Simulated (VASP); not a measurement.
SnTe, 2 atoms in the cell. The structure is cubic, space group Fm-3m (No. 225). The conventional cell has a = 6.302 Å, b = 6.302 Å, c = 6.302 Å, α = 90.00°, β = 90.00°, γ = 90.00°. Sn (site symmetry m-3m) has 6 Te at 3.15 Å within 4.1 Å. Within 4.1 Å of Te (site symmetry m-3m) lie 6 Sn at 3.15 Å. 

| Quantity | Value |
| --- | --- |
| Program | VASP 6.6.1 |
| Task | single point |
| Functional | LDA |
| Potentials or basis | VASP PAW LDA potentials, release 64 (Sn_d, Te) |
| Cutoff | 500 eV |
| k mesh | 6 × 6 × 6 |
| Occupations | gaussian, width 0.01 eV |
| Spin | no spin polarisation |
| Dipole correction | no |
| Further INCAR settings | ALGO = Normal; EDIFF = 1e-06; NBANDS = 17 |

Potentials or basis: VASP PAW LDA potentials, release 64 (Sn_d, Te).

Run with:

```bash
$ cat potpaw_LDA.64/Sn_d/POTCAR potpaw_LDA.64/Te/POTCAR > POTCAR
$ mpirun -np 1 vasp_std > vasp.out
```

Hardware: 1 thread of Intel(R) Xeon(R) Platinum 8488C (Sapphire Rapids) (shared host).

Task: How long does it take, and how much memory?

Result: It took 13 s on 1 thread of Intel(R) Xeon(R) Platinum 8488C (Sapphire Rapids), on a shared host, peak memory 0.15 GiB. Counts: scf iterations 12, k points 16.
